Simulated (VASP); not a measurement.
# CoSi2 (P4/mmm) in VASP: a series of runs

CoSi2 is run at these levels: PBEsol; tasks: single point, relaxation of cell and atoms.

Program: VASP 6.6.1. These are calculated values, not measurements. Logs are shortened: lines on timing, memory, paths and dates and some standing lists are left out, and cuts for length are marked.

### 1 The cell of the first run

It takes space group P4/mmm (No. 123, tetragonal). The conventional cell has a = 2.697 Å, b = 2.697 Å, c = 5.076 Å, α = 90.00°, β = 90.00°, γ = 90.00°. Within 3.1 Å of Co (site symmetry 4/mmm) lie 8 Si at 2.35 Å and 4 Co at 2.70 Å. Si (site symmetry 4mm) has 6 Si at 2.33 to 2.75 Å and 4 Co at 2.35 Å within 3.1 Å.

### 2 Single point, PBEsol

The input, INCAR:

```
PREC = Accurate
ENCUT = 520
EDIFF = 1E-7
ISMEAR = 0
SIGMA = 0.1
LREAL = False
LASPH = True
NELM = 60
ALGO = Normal
ISIF = 2
LWAVE = False
LCHARG = False
GGA = PS
NBANDS = 16
```

The input, KPOINTS:

```
Automatic mesh
0
Gamma
  16 16 8
```

The input, POSCAR:

```
CoSi2
1.0
    2.6972700149      0.0000000000      0.0000000000
    0.0000000000      2.6972700149      0.0000000000
    0.0000000000      0.0000000000      5.0764952101
Co Si
1 2
Direct
    0.0000000000      0.0000000000      0.0000000000
    0.5000000000      0.5000000000      0.2708976731
    0.5000000000      0.5000000000      0.7291023269
```

Potentials or basis: VASP PAW PBE potentials, release 64 (Co, Si).

Launch:

```
> cat potpaw_PBE.64/Co/POTCAR potpaw_PBE.64/Si/POTCAR > POTCAR
> mpirun -np 1 vasp_std > vasp.out
```

OUTCAR:

```text
PREC = Accurate
   ENCUT = 520
   EDIFF = 1E-7
   ISMEAR = 0
   LREAL = False
   LASPH = True
   NELM = 60
   ISIF = 2
   GGA = PS

 ion  position               nearest neighbor table
   1  0.000  0.000  0.000-   2 2.35   3 2.35   2 2.35   3 2.35   2 2.35   3 2.35   2 2.35   3 2.35

   2  0.500  0.500  0.271-   3 2.33   1 2.35   1 2.35   1 2.35   1 2.35   3 2.75
   3  0.500  0.500  0.729-   2 2.33   1 2.35   1 2.35   1 2.35   1 2.35   2 2.75

  LATTYP: Found a simple tetragonal cell.
 ALAT       =     2.6972700149
 C/A-ratio  =     1.8820863992

  Lattice vectors:

 A1 = (   2.6972700149,   0.0000000000,   0.0000000000)
 A2 = (   0.0000000000,   2.6972700149,   0.0000000000)
 A3 = (   0.0000000000,   0.0000000000,   5.0764952101)

Analysis of symmetry for initial positions (statically):
=====================================================================
 Subroutine PRICEL returns:
 Original cell was already a primitive cell.

 Routine SETGRP: Setting up the symmetry group for a
 simple tetragonal supercell.

 Subroutine GETGRP returns: Found 16 space group operations
 (whereof 16 operations were pure point group operations)
 out of a pool of 16 trial point group operations.

The static configuration has the point symmetry D_4h.

Analysis of symmetry for dynamics (positions and initial velocities):
=====================================================================
 Subroutine PRICEL returns:
 Original cell was already a primitive cell.

 Routine SETGRP: Setting up the symmetry group for a
 simple tetragonal supercell.

 Subroutine GETGRP returns: Found 16 space group operations
 (whereof 16 operations were pure point group operations)
 out of a pool of 16 trial point group operations.

The dynamic configuration has the point symmetry D_4h.

 Subroutine INISYM returns: Found 16 space group operations
 (whereof 16 operations are pure point group operations),
 and found     1 'primitive' translations

----------------------------------------------------------------------------------------

                                     Primitive cell

  volume of cell :      36.9329

  direct lattice vectors                    reciprocal lattice vectors
     2.697270015  0.000000000  0.000000000     0.370745233  0.000000000  0.000000000
     0.000000000  2.697270015  0.000000000     0.000000000  0.370745233  0.000000000
     0.000000000  0.000000000  5.076495210     0.000000000  0.000000000  0.196986298
[... 86 lines left out ...]
   EDIFF  = 0.1E-06   stopping-criterion for ELM
   LREAL  =      F    real-space projection
   EDIFFG = 0.1E-05   stopping-criterion for IOM
   NSW    =      0    number of steps for IOM
   IBRION =     -1    ionic relax: 0-MD 1-quasi-New 2-CG
   NFREE  =      0    steps in history (QN), initial steepest desc. (CG)
   ISIF   =      2    stress and relaxation
   ISYM   =      2    0-nonsym 1-usesym 2-fastsym
   POTIM  = 0.5000    time-step for ionic-motion
   TEBEG  =    0.0;   TEEND  =   0.0 temperature during run
   PSTRESS=    0.0 pullay stress
   NELECT =      17.0000    total number of electrons
   NUPDOWN=      -1.0000    fix difference up-down
   EMIN   =  10.00;   EMAX   =-10.00  energy-range for DOS
   EFERMI =   0.00;   METHOD = LEGACY
   ISMEAR =     0;   SIGMA  =   0.10  broadening in eV -4-tet -1-fermi 0-gaus
   EFERMI_NEDOS =   21; number of points for ismear=-14 and -15
   IALGO  =     38    algorithm
   IMIX   =      4    mixing-type and parameters
     AMIX     =   0.40;   BMIX     =  1.00
     AMIX_MAG =   1.60;   BMIX_MAG =  1.00
  volume/ion in A,a.u.               =      12.31        83.08
  Fermi-wavevector in a.u.,A,eV,Ry     =   1.264019  2.388649 21.738620  1.597743
  Thomas-Fermi vector in A             =   2.397346
   LORBIT       =      0    0 simple, 1 ext, 2 COOP (PROOUT), +10 PAW based schemes
   GGA     = PS    functional components
   LHFCALC =     F    Hartree Fock is set to
   AEXX    =    0.0000 exact exchange contribution
   IVDW    =     0    specifies the selected vdW correction
   LEPSILON=     F    determine dielectric tensor
   LRPA    =     F    only Hartree local field effects (RPA)
 non-spin polarized calculation
 Gauss-broadening in eV      SIGMA  =   0.10
  energy-cutoff  :      520.00
  volume of cell :       36.93
 maximum number of plane-waves:      1016
   NGX = 11   NGY = 11   NGZ = 19

 number of electron      17.0000000 magnetization

 Free energy of the ion-electron system (eV)
  ---------------------------------------------------
  ext. energy  EPLUGINS =         0.00000000
  ---------------------------------------------------
  free energy    TOTEN  =       -20.59272557 eV

  energy without entropy =      -20.58194250  energy(sigma->0) =      -20.58733404

 E-fermi :  11.1688     XC(G=0): -12.0891

 val. band max:       11.1631286043   @ k =   0.2500   0.1250   0.0000
 cond. band min:      11.1691916247   @ k =   0.3750   0.0625   0.5000
 fundamental gap:      0.0060630204
 Fermi energy:        11.1687593025

 k-point     1 :       0.0000    0.0000    0.0000
  band No.  band energies     occupation
      1      -2.9322      2.00000
      2       1.9909      2.00000
      3       3.0870      2.00000
      4       7.4903      2.00000
      5       9.1520      2.00000
      6       9.1520      2.00000
[... 433 lines left out ...]
      3       4.4627      2.00000
      4       6.4843      2.00000
      5       7.1364      2.00000
      6       8.0479      2.00000
[... 8 lines left out ...]
     15      21.9658      0.00000
     16      22.2828      0.00000

 [... further k-points ...]

------------------------ aborting loop because EDIFF is reached ----------------------------------------

  FORCE on cell =-STRESS in cart. coord.  units (eV):
  Direction    XX          YY          ZZ          XY          YZ          ZX
  --------------------------------------------------------------------------------------
  -------------------------------------------------------------------------------------
  Total        0.0288921      0.0288921      0.0691385      0.0000000      0.0000000      0.0000000
  in kB        1.2533644      1.2533644      2.9992860      0.0000000      0.0000000      0.0000000
  external PRESSURE =       1.8353383 kB  Pullay stress =       0.0000000 kB

 VOLUME and BASIS-vectors are now :
 -----------------------------------------------------------------------------
  energy-cutoff  :      520.00
  volume of cell :       36.93
      direct lattice vectors                 reciprocal lattice vectors
     2.697270015  0.000000000  0.000000000     0.370745233  0.000000000  0.000000000
     0.000000000  2.697270015  0.000000000     0.000000000  0.370745233  0.000000000
     0.000000000  0.000000000  5.076495210     0.000000000  0.000000000  0.196986298

 POSITION                                       TOTAL-FORCE (eV/Angst)
 -----------------------------------------------------------------------------------
      0.00000      0.00000      0.00000         0.000000      0.000000      0.000000
      1.34864      1.34864      1.37521        -0.000000     -0.000000      0.001319
      1.34864      1.34864      3.70128         0.000000      0.000000     -0.001319
 -----------------------------------------------------------------------------------
    total drift:                                0.000000      0.000000      0.000000

  FREE ENERGIE OF THE ION-ELECTRON SYSTEM (eV)
  ---------------------------------------------------
  free  energy   TOTEN  =       -20.5927255722 eV

  energy  without entropy=      -20.5819425039  energy(sigma->0) =      -20.58733404
```

stdout:

```text
POSCAR found type information on POSCAR CoSi
 POSCAR found :  2 types and       3 ions
 scaLAPACK will be used
 -----------------------------------------------------------------------------
|                                                                             |
|                                                                             |
|     You enforced a specific xc type in the INCAR file but a different       |
|     I HOPE YOU KNOW WHAT YOU ARE DOING!                                     |
|                                                                             |
 -----------------------------------------------------------------------------

 LDA part: xc-table for (Slater+PW92), standard interpolation
 POSCAR, INCAR and KPOINTS ok, starting setup
 FFT: planning ... GRIDC
 FFT: planning ... GRID_SOFT
 FFT: planning ... GRID
 WAVECAR not read
 entering main loop
```

Run time: 45 s. Hardware: 1 thread of Intel Xeon Platinum 8559C (Emerald Rapids), shared host; peak memory 0.24 GiB.

What came out:

```yaml
Free_energy: -20.5927 eV
Pressure: 0.2 GPa
```

Stress tensor (GPa, compression positive):
```
0.13 0.00 0.00
0.00 0.13 0.00
0.00 0.00 0.30
```

Caveat: the PAW data sets were made with another functional, which shifts forces and pressure a little.

### 3 Relaxation of cell and atoms, PBEsol

The input, INCAR:

```
ALGO = Normal
EDIFF = 1E-7
EDIFFG = -0.01
ENCUT = 600
GGA = PS
IBRION = 2
ISIF = 3
ISMEAR = 0
LASPH = T
LCHARG = F
LREAL = F
LWAVE = F
NELM = 80
NSW = 80
PREC = Accurate
SIGMA = 0.1
```

The input, KPOINTS:

```
k-points
0
Gamma
  16 16 8
```

The input, POSCAR:

```
CoSi2
1.0
    2.6970507448      0.0000000000      0.0000000000
    0.0000000000      2.6970507448      0.0000000000
    0.0000000000      0.0000000000      5.0711412180
Co Si
1 2
Direct
    0.0000000000      0.0000000000      0.0000000000
    0.5000000000      0.5000000000      0.2708488947
    0.5000000000      0.5000000000      0.7291511053
```

Potentials or basis: VASP PAW PBE potentials, release 64 (Co, Si).

Launch:

```
> cat potpaw_PBE.64/Co/POTCAR potpaw_PBE.64/Si/POTCAR > POTCAR
> mpirun -np 1 vasp_std > vasp.out
```

Run time: 85 s. Hardware: 1 thread of Intel Xeon Platinum 8559C (Emerald Rapids), shared host; peak memory 0.27 GiB.

It converged, with:

| Item | Value |
| --- | --- |
| Free energy | -20.5927 eV |
| Relaxed volume | 12.32 Å³/atom |
| Relaxed cell | a = 2.698 Å, b = 2.698 Å, c = 5.078 Å, α = 90.00°, β = 90.00°, γ = 90.00° |
| Space group after relaxing (to 0.05 Å) | P4/mmm (No. 123) |
| Energy gained by relaxing | 0.0 meV/atom |
| Ionic steps | 3 |
| Pressure after relaxing | 0.0 GPa |

Stress tensor (GPa, compression positive):
```
-0.07  0.00  0.00
 0.00 -0.07  0.00
 0.00  0.00  0.08
```

The path:
```csv
step,energy change (eV),largest force (eV/Å),pressure (GPa),volume (Å³)
1,0.0000,0.0036,0.44,36.89
2,0.0000,0.0062,-0.56,37.07
3,-0.0001,0.0009,-0.02,36.97
```

Final structure:
```
Co Si
1.0
     2.69834    0.00000    0.00000
     0.00000    2.69834    0.00000
     0.00000    0.00000    5.07777
Co Si
1 2
Direct
  0.00000 0.00000 0.00000
  0.50000 0.50000 0.27086
  0.50000 0.50000 0.72913
```

Levels at points of the mesh, in eV from the Fermi level:
```tsv
k point	band 4	band 5	band 6	band 7	band 8	band 9	band 10	band 11	band 12
(0.00, 0.00, 0.00)	-3.67	-2.01	-2.01	-2.00	-1.21	4.23	4.23	6.77	6.91
(0.50, 0.00, 0.00)	-4.64	-3.86	-3.36	-2.45	-1.67	-0.47	0.92	1.81	7.88
(0.50, 0.50, 0.00)	-4.65	-4.65	-3.43	-2.59	-0.40	0.42	1.91	2.75	2.75
(0.00, 0.00, 0.50)	-3.65	-2.35	-2.05	-2.05	-1.21	2.09	5.34	5.34	6.31
(0.50, 0.00, 0.50)	-6.32	-3.32	-2.70	-2.45	-1.68	-0.07	2.40	4.32	4.89
(0.50, 0.50, 0.50)	-4.72	-3.55	-3.55	-2.19	-0.40	0.01	0.01	0.99	2.22
```

Caveat: the PAW data sets were made with another functional, which shifts forces and pressure a little.
